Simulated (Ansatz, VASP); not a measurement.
**Sb: VASP beside Ansatz**

INCAR

```
ALGO = Normal ; EDIFF = 1E-6
ENCUT = 520 ; GGA = CA
GGA_COMPAT = False ; ISIF = 2
ISMEAR = -1 ; LASPH = True
LCHARG = True ; LORBIT = 11
LORBMOM = True ; LREAL = False
LSORBIT = True ; LVHAR = True
LWAVE = False ; MAGMOM = 0 0 0 0 0 0
NBANDS = 22 ; NELM = 150
PREC = Accurate ; SIGMA = 0.05
```

File KPOINTS:

```
k-points
0
Gamma
  6 6 6
```

The input POSCAR:

```
Sb
1.0
    2.1542000000      1.2437279499      3.7580000000
   -2.1542000000      1.2437279499      3.7580000000
    0.0000000000     -2.4874558998      3.7580000000
Sb
2
Direct
    0.7665100000      0.7665100000      0.7665100000
    0.2334900000      0.2334900000      0.2334900000
```

The input input.yaml:

```yaml
crystal:
  lattice:
    - [2.1542, 1.2437279499, 3.758]
    - [-2.1542, 1.2437279499, 3.758]
    - [0.0, -2.4874558998, 3.758]
  atoms:
    - { symbol: Sb, position: [0.76651, 0.76651, 0.76651] }
    - { symbol: Sb, position: [0.23349, 0.23349, 0.23349] }
kpoints:
  mp_grid: { grid: [6, 6, 6] }
  band_path:
    path:
      - [0.0, 0.0, 0.0]
      - [0.5, 0.0, 0.0]
      - [0.5, 0.2396873643, -0.2396873643]
    npoints: 10
scf:
  occupations: { method: fermi_dirac, width: 0.05 }
hamiltonian:
  xc: lda
  pseudopotentials: { kind: all_electron, lapw: { basis_error: 0.001 } }
magnetization:
  noncollinear: true
  spin_orbit: true
output:
  forces: true
  stress: true
  eigenvalues: true
```

Alike in both runs: functional LDA; k mesh 6 × 6 × 6; occupations fermi-dirac, width 0.05 eV; non-collinear spin, spin-orbit coupling.

|  | VASP | Ansatz |
| --- | --- | --- |
| version | VASP 6.6.1 | Ansatz 0.2.0 |
| potentials or method | VASP PAW LDA potentials, release 64 (Sb), cutoff 520 eV | all-electron LAPW, relativistic spinors |
| task | single point | band structure |

Ansatz gave:

* pressure (GPa): -1.0
* traceless stress, the component that is largest in VASP (GPa): -0.17
* rms of the force components (eV/Å): 0.042
* net moment per atom (μB): 0.00

Problem. Estimate VASP's values.

Solution. Pressure (GPa): -0.8; traceless stress, the component that is largest in VASP (GPa): -0.23; rms of the force components (eV/Å): 0.003; net moment per atom (μB): 0.00.

LDA's correlation is that of Perdew and Zunger in VASP and of Perdew and Wang (1992) in Ansatz. Atom by atom the forces differ by 0.039 eV/Å (rms over components). Ansatz ran all-electron here, and VASP with PAW potentials.

Noted on Ansatz's run: the k mesh is thin for a metal, which can move the energy by tens of meV per atom.
